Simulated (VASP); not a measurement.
Wanted: the native input for a VASP 6.6.1 run.

```
Task                   : single point
Functional             : r2SCAN
Potentials or basis    : VASP PAW PBE potentials, release 64 (Mo_sv, Se)
Cutoff                 : 520 eV
k mesh                 : 12 × 12 × 12
Occupations            : gaussian, width 0.1 eV
Spin                   : collinear spin, ferromagnetic start
Starting moments       : [2.0, 0.0] μB
Hubbard terms          : Mo d U = 4.38 eV
Dipole correction      : no
Further INCAR settings : ALGO = Normal; EDIFF = 1e-06; NBANDS = 21
```

MoSe:

```
Mo Se
1.0
     0.00000    2.71641    2.71641
     2.71641    0.00000    2.71641
     2.71641    2.71641    0.00000
Mo Se
1 1
Direct
  0.00000 0.00000 0.00000
  0.50000 0.50000 0.50000
```

These files were run (other wordings do the same):

POSCAR

```
MoSe
1.0
    0.0000000000      2.7164120783      2.7164120783
    2.7164120783      0.0000000000      2.7164120783
    2.7164120783      2.7164120783      0.0000000000
Mo Se
1 1
Direct
    0.0000000000      0.0000000000      0.0000000000
    0.5000000000      0.5000000000      0.5000000000
```

INCAR.step1

```
  PREC = Accurate
  ENCUT = 520
  ISMEAR = 0
  SIGMA = 0.1
  LREAL = F
  LASPH = T
  NELM = 150
  ISPIN = 2
  MAGMOM = 2 0
  LMAXMIX = 4
  LDAU = T
  LDAUTYPE = 2
  LDAUL = 2 -1
  LDAUU = 4.38 0
  LDAUJ = 0 0
  NBANDS = 21
  GGA = PE
  ALGO = Normal
  EDIFF = 1E-4
  LWAVE = T
  LCHARG = F
```

INCAR.step2

```
  PREC = Accurate
  ENCUT = 520
  EDIFF = 1E-6
  ISMEAR = 0
  SIGMA = 0.1
  LREAL = F
  LASPH = T
  NELM = 150
  ALGO = Normal
  ISIF = 2
  LWAVE = F
  LCHARG = F
  ISPIN = 2
  MAGMOM = 2 0
  LORBIT = 11
  LMAXMIX = 4
  LDAU = T
  LDAUTYPE = 2
  LDAUL = 2 -1
  LDAUU = 4.38 0
  LDAUJ = 0 0
  LDAUPRINT = 1
  METAGGA = R2SCAN
  LMIXTAU = T
  NBANDS = 21
  ISTART = 1
```

KPOINTS

```
regular mesh
0
Gamma
  12 12 12
```

Potentials or basis: VASP PAW PBE potentials, release 64 (Mo_sv, Se).

The run is started by

```console
$ cat potpaw_PBE.64/Mo_sv/POTCAR potpaw_PBE.64/Se/POTCAR > POTCAR
$ cp INCAR.step1 INCAR
$ mpirun -np 1 vasp_std > vasp.out
$ cp INCAR.step2 INCAR
$ mpirun -np 1 vasp_std > vasp.out
```

It gave:

The pressure is 12.3 GPa and the net moment is 3.88 μB per cell. The site moments are Mo +3.56; Se -0.05 μB. The valence electrons inside the program's atomic spheres are Mo 12.27; Se 4.01.

Caveat: the PAW data sets were made with another functional, which shifts forces and pressure a little.

Wall time 6.2 min on 1 thread of Intel Xeon 6975P-C, on a shared host, peak memory 0.25 GiB.
